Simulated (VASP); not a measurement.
# In4O (I-43m) in VASP: a series of runs

Runs on In4O. Level: PBE. Tasks: single point, relaxation of cell and atoms.

Everything below comes from runs of VASP 6.6.1. Logs are shortened: lines on timing, memory, paths and dates and some standing lists are left out, and cuts for length are marked.

### Step 1. The cell of the first run

It takes space group I-43m (No. 217, cubic). Conventional cell: a = 6.519 Å, b = 6.519 Å, c = 6.519 Å, α = 90.00°, β = 90.00°, γ = 90.00°. Within 3.0 Å of In (site symmetry 3m) lie 1 O at 2.27 Å. Within 3.0 Å of O (site symmetry -43m) lie 4 In at 2.27 Å.

The cell was built from a structure type or drawn by symmetry, and may not be a known phase.

### Step 2. Single point, PBE, collinear spin, ferromagnetic start

Contents of INCAR:

```
PREC = Accurate
ENCUT = 520
EDIFF = 1E-6
ISMEAR = 0
SIGMA = 0.1
LREAL = False
LASPH = True
NELM = 150
ALGO = Normal
ISIF = 2
LWAVE = False
LCHARG = False
ISPIN = 2
MAGMOM = 0 0 0 0 1
LORBIT = 11
GGA = PE
NBANDS = 41
```

Contents of KPOINTS:

```
regular mesh
0
Gamma
  4 4 4
```

Contents of POSCAR:

```
In4O
1.0
   -3.2593506805      3.2593506805      3.2593506805
    3.2593506805     -3.2593506805      3.2593506805
    3.2593506805      3.2593506805     -3.2593506805
In O
4 1
Direct
    0.4013676457      0.4013676457      0.4013676457
    0.5986323543      0.0000000000      0.0000000000
    0.0000000000      0.0000000000      0.5986323543
    0.0000000000      0.5986323543      0.0000000000
    0.0000000000      0.0000000000      0.0000000000
```

Potentials or basis: VASP PAW PBE potentials, release 64 (In_d, O).

Command:

```bash
$ cat potpaw_PBE.64/In_d/POTCAR potpaw_PBE.64/O/POTCAR > POTCAR
$ mpirun -np 1 vasp_std > vasp.out
```

OUTCAR:

```text
PREC = Accurate
   ENCUT = 520
   EDIFF = 1E-6
   ISMEAR = 0
   LREAL = False
   LASPH = True
   NELM = 150
   ISIF = 2
   ISPIN = 2
   LORBIT = 11
   GGA = PE

 ion  position               nearest neighbor table
   1  0.401  0.401  0.401-   5 2.27   4 3.38   2 3.38   2 3.38   3 3.38   4 3.38   3 3.38   3 3.70
                             4 3.70   2 3.70
   2  0.599  0.000  0.000-   5 2.27   3 3.38   1 3.38   4 3.38   1 3.38   3 3.38   4 3.38   3 3.70
                             4 3.70   1 3.70
   3  0.000  0.000  0.599-   5 2.27   4 3.38   1 3.38   2 3.38   2 3.38   4 3.38   1 3.38   2 3.70
                             4 3.70   1 3.70
   4  0.000  0.599  0.000-   5 2.27   3 3.38   1 3.38   2 3.38   2 3.38   3 3.38   1 3.38   2 3.70
                             3 3.70   1 3.70
   5  0.000  0.000  0.000-   1 2.27   2 2.27   3 2.27   4 2.27

  LATTYP: Found a body centered cubic cell.
 ALAT       =     6.5187013610

  Lattice vectors:

 A1 = (  -3.2593506805,   3.2593506805,   3.2593506805)
 A2 = (   3.2593506805,  -3.2593506805,   3.2593506805)
 A3 = (   3.2593506805,   3.2593506805,  -3.2593506805)

Analysis of symmetry for initial positions (statically):
=====================================================================
 Subroutine PRICEL returns:
 Original cell was already a primitive cell.

 Routine SETGRP: Setting up the symmetry group for a
 body centered cubic supercell.

 Subroutine GETGRP returns: Found 24 space group operations
 (whereof 24 operations were pure point group operations)
 out of a pool of 48 trial point group operations.

The static configuration has the point symmetry T_d .

Analysis of symmetry for dynamics (positions and initial velocities):
=====================================================================
 Subroutine PRICEL returns:
 Original cell was already a primitive cell.

 Routine SETGRP: Setting up the symmetry group for a
 body centered cubic supercell.

 Subroutine GETGRP returns: Found 24 space group operations
 (whereof 24 operations were pure point group operations)
 out of a pool of 48 trial point group operations.

The dynamic configuration has the point symmetry T_d .

Analysis of structural, dynamic, and magnetic symmetry:
=====================================================================
 Subroutine PRICEL returns:
 Original cell was already a primitive cell.

 Routine SETGRP: Setting up the symmetry group for a
 body centered cubic supercell.

 Subroutine GETGRP returns: Found 24 space group operations
 (whereof 24 operations were pure point group operations)
 out of a pool of 48 trial point group operations.

The overall configuration has the point symmetry T_d .

 Subroutine INISYM returns: Found 24 space group operations
 (whereof 24 operations are pure point group operations),
 and found     1 'primitive' translations

----------------------------------------------------------------------------------------

                                     Primitive cell

  volume of cell :     138.5011

  direct lattice vectors                    reciprocal lattice vectors
    -3.259350680  3.259350680  3.259350680     0.000000000  0.153404788  0.153404788
     3.259350680 -3.259350680  3.259350680     0.153404788  0.000000000  0.153404788
     3.259350680  3.259350680 -3.259350680     0.153404788  0.153404788  0.000000000

  length of vectors
     5.645360978  5.645360978  5.645360978     0.216947132  0.216947132  0.216947132

  position of ions in fractional coordinates (direct lattice)
     0.401367646  0.401367646  0.401367646
     0.598632354  0.000000000  0.000000000
     0.000000000  0.000000000  0.598632354
     0.000000000  0.598632354  0.000000000
     0.000000000  0.000000000  0.000000000

  ion indices of the primitive-cell ions
   primitive index   ion index
                 1           1
                 2           2
                 3           3
                 4           4
                 5           5

----------------------------------------------------------------------------------------

 KPOINTS: regular mesh

Automatic generation of k-mesh.
 Grid dimensions read from file:
 generate k-points for:    4    4    4

 Generating k-lattice:

  Cartesian coordinates                     Fractional coordinates (reciprocal lattice)
     0.000000000  0.038351197  0.038351197     0.250000000  0.000000000  0.000000000
     0.038351197  0.000000000  0.038351197     0.000000000  0.250000000  0.000000000
     0.038351197  0.038351197  0.000000000     0.000000000  0.000000000  0.250000000

  Length of vectors
     0.054236783  0.054236783  0.054236783

  Shift w.r.t. Gamma in fractional coordinates (k-lattice)
     0.000000000  0.000000000  0.000000000

 Subroutine IBZKPT returns following result:
 ===========================================

 Found      8 irreducible k-points:

 Following reciprocal coordinates:
            Coordinates               Weight
  0.000000  0.000000  0.000000      1.000000
  0.250000  0.000000  0.000000     12.000000
  0.500000  0.000000  0.000000      6.000000
  0.250000  0.250000  0.000000     24.000000
  0.250000  0.250000  0.250000      2.000000
 -0.250000  0.250000  0.250000      6.000000
  0.500000  0.500000  0.250000     12.000000
  0.500000  0.500000  0.500000      1.000000
   k-points           NKPTS =      8   k-points in BZ     NKDIM =      8   number of bands    NBANDS=     41
   number of dos      NEDOS =    301   number of ions     NIONS =      5
   total plane-waves  NPLWV =  74088
   dimension x,y,z NGX =    42 NGY =   42 NGZ =   42
   dimension x,y,z NGXF=    84 NGYF=   84 NGZF=   84
   ions per type =               4   1
   NGX,Y,Z   is equivalent  to a cutoff of  12.37, 12.37, 12.37 a.u.
   NGXF,Y,Z  is equivalent  to a cutoff of  24.74, 24.74, 24.74 a.u.
 SYSTEM =  unknown system
   PREC   = accura    normal or accurate (medium, high low for compatibility)
   ISTART =      0    job   : 0-new  1-cont  2-samecut
   ICHARG =      2    charge: 1-file 2-atom 10-const
   ISPIN  =      2    spin polarized calculation?
   LNONCOLLINEAR =      F non collinear calculations
   LSORBIT =      F    spin-orbit coupling
   LASPH  =      T    aspherical Exc in radial PAW
   ENCUT  =  520.0 eV  38.22 Ry    6.18 a.u.  10.50 10.50 10.50*2*pi/ulx,y,z
   NELM   =    150;   NELMIN=  2; NELMDL= -5     # of ELM steps
   EDIFF  = 0.1E-05   stopping-criterion for ELM
   LREAL  =      F    real-space projection
   EDIFFG = 0.1E-04   stopping-criterion for IOM
   NSW    =      0    number of steps for IOM
   IBRION =     -1    ionic relax: 0-MD 1-quasi-New 2-CG
   NFREE  =      0    steps in history (QN), initial steepest desc. (CG)
   ISIF   =      2    stress and relaxation
   ISYM   =      2    0-nonsym 1-usesym 2-fastsym
   POTIM  = 0.5000    time-step for ionic-motion
   TEBEG  =    0.0;   TEEND  =   0.0 temperature during run
   PSTRESS=    0.0 pullay stress
   NELECT =      58.0000    total number of electrons
   NUPDOWN=      -1.0000    fix difference up-down
   EMIN   =  10.00;   EMAX   =-10.00  energy-range for DOS
   EFERMI =   0.00;   METHOD = LEGACY
   ISMEAR =     0;   SIGMA  =   0.10  broadening in eV -4-tet -1-fermi 0-gaus
   EFERMI_NEDOS =   21; number of points for ismear=-14 and -15
   IALGO  =     38    algorithm
   IMIX   =      4    mixing-type and parameters
     AMIX     =   0.40;   BMIX     =  1.00
     AMIX_MAG =   1.60;   BMIX_MAG =  1.00
  volume/ion in A,a.u.               =      27.70       186.93
  Fermi-wavevector in a.u.,A,eV,Ry     =   1.224803  2.314543 20.410692  1.500144
  Thomas-Fermi vector in A             =   2.359865
   LORBIT       =     11    0 simple, 1 ext, 2 COOP (PROOUT), +10 PAW based schemes
   GGA     = PE    functional components
   LHFCALC =     F    Hartree Fock is set to
   AEXX    =    0.0000 exact exchange contribution
   IVDW    =     0    specifies the selected vdW correction
   LEPSILON=     F    determine dielectric tensor
   LRPA    =     F    only Hartree local field effects (RPA)
 spin polarized calculation
 Gauss-broadening in eV      SIGMA  =   0.10
  energy-cutoff  :      520.00
  volume of cell :      138.50
 maximum number of plane-waves:      3784
 NGX is ok and might be reduce to    42
   NGX = 21   NGY = 21   NGZ = 21

 number of electron      57.9999996 magnetization       0.1181637

 number of electron      57.9999994 magnetization      -0.0252637

 Free energy of the ion-electron system (eV)
  ---------------------------------------------------
  ext. energy  EPLUGINS =         0.00000000
  ---------------------------------------------------
  free energy    TOTEN  =       -16.61961534 eV

  energy without entropy =      -16.59137874  energy(sigma->0) =      -16.60549704

 E-fermi :   5.2472     XC(G=0):  -9.2158

 val. band max:        5.2121710245   @ k =   0.2500   0.2500   0.0000
 cond. band min:       5.3031560692   @ k =   0.2500   0.0000   0.0000
 fundamental gap:      0.0909850448
 Fermi energy:         5.2472363740

 spin component 1

 k-point     1 :       0.0000    0.0000    0.0000
  band No.  band energies     occupation
      1     -13.6519      1.00000
      2      -9.3978      1.00000
      3      -9.3978      1.00000
      4      -9.3392      1.00000
      5      -9.3392      1.00000
      6      -9.3265      1.00000
[... 33 lines left out ...]
     40      12.9891      0.00000
     41      13.0033      0.00000

 k-point     2 :       0.2500    0.0000    0.0000
  band No.  band energies     occupation
      1     -13.6296      1.00000
      2      -9.3937      1.00000
      3      -9.3865      1.00000
      4      -9.3651      1.00000
      5      -9.3375      1.00000
      6      -9.3362      1.00000
[... 253 lines left out ...]
     40      12.8259      0.00000
     41      13.6283      0.00000

 k-point     8 :       0.5000    0.5000    0.5000
  band No.  band energies     occupation
      1     -13.5619      1.00000
      2      -9.3718      1.00000
      3      -9.3718      1.00000
      4      -9.3718      1.00000
      5      -9.3487      1.00000
      6      -9.3487      1.00000
[... 33 lines left out ...]
     40      13.5814      0.00000
     41      13.8249      0.00000
 Fermi energy:         5.2472363740

 spin component 2

 k-point     1 :       0.0000    0.0000    0.0000
  band No.  band energies     occupation
      1     -13.6518      1.00000
      2      -9.3987      1.00000
      3      -9.3987      1.00000
      4      -9.3398      1.00000
      5      -9.3398      1.00000
      6      -9.3272      1.00000
[... 33 lines left out ...]
     40      12.9913      0.00000
     41      12.9951      0.00000

 k-point     2 :       0.2500    0.0000    0.0000
  band No.  band energies     occupation
      1     -13.6296      1.00000
      2      -9.3945      1.00000
      3      -9.3874      1.00000
      4      -9.3658      1.00000
      5      -9.3381      1.00000
      6      -9.3369      1.00000
[... 253 lines left out ...]
     40      12.8211      0.00000
     41      13.6204      0.00000

 k-point     8 :       0.5000    0.5000    0.5000
  band No.  band energies     occupation
      1     -13.5618      1.00000
      2      -9.3725      1.00000
      3      -9.3725      1.00000
      4      -9.3725      1.00000
      5      -9.3493      1.00000
      6      -9.3493      1.00000
[... 33 lines left out ...]
     40      13.5762      0.00000
     41      13.8121      0.00000

------------------------ aborting loop because EDIFF is reached ----------------------------------------

  FORCE on cell =-STRESS in cart. coord.  units (eV):
  Direction    XX          YY          ZZ          XY          YZ          ZX
  --------------------------------------------------------------------------------------
  -------------------------------------------------------------------------------------
  Total       -0.1914784     -0.1914784     -0.1914784      0.0000000      0.0000000      0.0000000
  in kB       -2.2150172     -2.2150172     -2.2150172      0.0000000      0.0000000      0.0000000
  external PRESSURE =      -2.2150172 kB  Pullay stress =       0.0000000 kB

 VOLUME and BASIS-vectors are now :
 -----------------------------------------------------------------------------
  energy-cutoff  :      520.00
  volume of cell :      138.50
      direct lattice vectors                 reciprocal lattice vectors
    -3.259350680  3.259350680  3.259350680     0.000000000  0.153404788  0.153404788
     3.259350680 -3.259350680  3.259350680     0.153404788  0.000000000  0.153404788
     3.259350680  3.259350680 -3.259350680     0.153404788  0.153404788  0.000000000

 POSITION                                       TOTAL-FORCE (eV/Angst)
 -----------------------------------------------------------------------------------
      1.30820      1.30820      1.30820         0.000102      0.000102      0.000102
     -1.95115      1.95115      1.95115         0.000102     -0.000102     -0.000102
      1.95115      1.95115     -1.95115        -0.000102     -0.000102      0.000102
      1.95115     -1.95115      1.95115        -0.000102      0.000102     -0.000102
      0.00000      0.00000      0.00000         0.000000     -0.000000     -0.000000
 -----------------------------------------------------------------------------------
    total drift:                               -0.000001     -0.000001     -0.000001

  FREE ENERGIE OF THE ION-ELECTRON SYSTEM (eV)
  ---------------------------------------------------
  free  energy   TOTEN  =       -16.6196153438 eV

  energy  without entropy=      -16.5913787446  energy(sigma->0) =      -16.60549704

 total charge

# of ion       s       p       d       tot
------------------------------------------
    1        1.025   0.401   9.861  11.286
    2        1.025   0.401   9.861  11.286
    3        1.025   0.401   9.861  11.286
    4        1.025   0.401   9.861  11.286
    5        1.590   3.351   0.000   4.941
--------------------------------------------------
tot          5.689   4.954  39.442  50.085

 magnetization (x)

# of ion       s       p       d       tot
------------------------------------------
    1       -0.000  -0.002  -0.000  -0.002
    2       -0.000  -0.002  -0.000  -0.002
    3       -0.000  -0.002  -0.000  -0.002
    4       -0.000  -0.002  -0.000  -0.002
    5        0.000   0.000   0.000   0.000
--------------------------------------------------
tot         -0.000  -0.007  -0.000  -0.007
```

It took 2.7 min on 1 thread of Intel Xeon Platinum 8488C (Sapphire Rapids), shared host; peak memory 0.33 GiB.

What came out:

* Free energy: -16.6196 eV
* Pressure: -0.2 GPa
* Band gap on the k mesh: zero (filled and empty bands overlap)
* Net moment: -0.03 μB per cell
* Valence electrons inside the program's atomic spheres: In 11.29; O 4.94

Levels at points of the mesh, in eV from the Fermi level:
Spin up:
```csv
k point,band 26,band 27,band 28,band 29,band 30,band 31,band 32,band 33
"(0.00, 0.00, 0.00)",-2.00,-2.00,-2.00,0.11,0.11,0.11,2.10,2.10
"(0.50, 0.00, 0.00)",-3.06,-2.67,-1.27,-0.35,0.12,1.65,2.46,2.77
"(0.50, 0.50, 0.50)",-2.50,-2.25,-2.25,-2.25,-1.23,1.42,2.13,2.13
```
Spin down:
```
           k point  band 25  band 26  band 27  band 28  band 29  band 30  band 31  band 32  band 33  band 34
(0.00, 0.00, 0.00)    -5.23    -2.00    -2.00    -2.00     0.10     0.10     0.10     2.09     2.09     2.09
(0.50, 0.00, 0.00)    -5.15    -3.06    -2.67    -1.27    -0.36     0.11     1.64     2.45     2.76     3.65
(0.50, 0.50, 0.50)    -2.51    -2.51    -2.25    -2.25    -2.25    -1.23     1.42     2.12     2.12     2.12
```

Caveat: spin-orbit coupling is left out, which moves the levels of the heavy elements.

### Step 3. Single point, PBE, collinear spin, ferromagnetic start

This run uses another cell than the first one, of 27.94 Å³/atom.

Contents of INCAR:

```
SYSTEM = In4O
ALGO     = Normal         ! electronic algorithm
EDIFF    = 1E-6           ! SCF threshold, eV
ENCUT    = 520            ! plane-wave cutoff, eV
GGA      = PE             ! functional
ISIF     = 2              ! what is computed and relaxed
ISMEAR   = 0              ! smearing method
ISPIN    = 2              ! spin polarisation
LASPH    = .TRUE.         ! aspherical terms in the spheres
LCHARG   = .FALSE.        ! write CHGCAR
LORBIT   = 11             ! projections on sites
LREAL    = .FALSE.        ! projectors in reciprocal space
LWAVE    = .FALSE.        ! write WAVECAR
MAGMOM   = 0 0 0 0 1      ! initial moments
NBANDS   = 41             ! bands
NELM     = 150            ! most SCF steps
PREC     = Accurate       ! precision mode
SIGMA    = 0.1            ! smearing width, eV
```

Contents of KPOINTS:

```
k-points
0
G
  4 4 4
  0 0 0
```

Contents of POSCAR:

```
In4O
1.0
   -3.2687262400      3.2687262400      3.2687262400
    3.2687262400     -3.2687262400      3.2687262400
    3.2687262400      3.2687262400     -3.2687262400
In O
4 1
Direct
    0.3495999900      0.3495999900      0.3495999900
    0.6504000100      0.0000000000      0.0000000000
    0.0000000000      0.0000000000      0.6504000100
    0.0000000000      0.6504000100      0.0000000000
    0.0000000000      0.0000000000      0.0000000000
```

Potentials or basis: VASP PAW PBE potentials, release 64 (In_d, O).

Command:

```bash
$ cat potpaw_PBE.64/In_d/POTCAR potpaw_PBE.64/O/POTCAR > POTCAR
$ mpirun -np 1 vasp_std > vasp.out
```

Wall time 2.8 min (1 thread of Intel Xeon Platinum 8488C (Sapphire Rapids), shared host); peak memory 0.33 GiB.

The run converged. Its results:

```
Free energy                                           : -14.4777 eV
Pressure                                              : 11.1 GPa
Largest force                                         : 4.732 eV/Å
Band gap on the k mesh                                : zero (filled and empty bands overlap)
Net moment                                            : 0.00 μB per cell
Valence electrons inside the program's atomic spheres : In 11.41; O 5.17
```

Forces in eV/Å, atoms in the order of the input:
```
In   2.732  2.732  2.732
In   2.732 -2.732 -2.732
In  -2.732 -2.732  2.732
In  -2.732  2.732 -2.732
O    0.000  0.000  0.000
```

Levels at points of the mesh, in eV from the Fermi level:
Spin up:
```csv
k point,band 25,band 26,band 27,band 28,band 29,band 30,band 31,band 32,band 33,band 34
"(0.00, 0.00, 0.00)",-7.07,-1.91,-1.91,-1.91,0.69,0.69,0.69,1.59,1.59,1.59
"(0.50, 0.00, 0.00)",-5.40,-3.80,-2.82,-1.81,-0.54,0.24,1.24,2.08,2.45,3.13
"(0.50, 0.50, 0.50)",-3.17,-3.17,-3.17,-2.38,-2.38,-2.16,1.85,2.14,2.14,2.14
```
Spin down:
```csv
k point,band 26,band 27,band 28,band 29,band 30,band 31,band 32,band 33
"(0.00, 0.00, 0.00)",-1.91,-1.91,-1.91,0.69,0.69,0.69,1.59,1.59
"(0.50, 0.00, 0.00)",-3.80,-2.82,-1.81,-0.54,0.24,1.24,2.08,2.45
"(0.50, 0.50, 0.50)",-3.17,-3.17,-2.38,-2.38,-2.16,1.85,2.14,2.14
```

Caveat: the cell stands under pressure; spin-orbit coupling is left out, which moves the levels of the heavy elements; forces of over 1 eV/Å act on the atoms, so gaps and moduli don't describe the material at rest.

(Continued in part 2 of 2.)
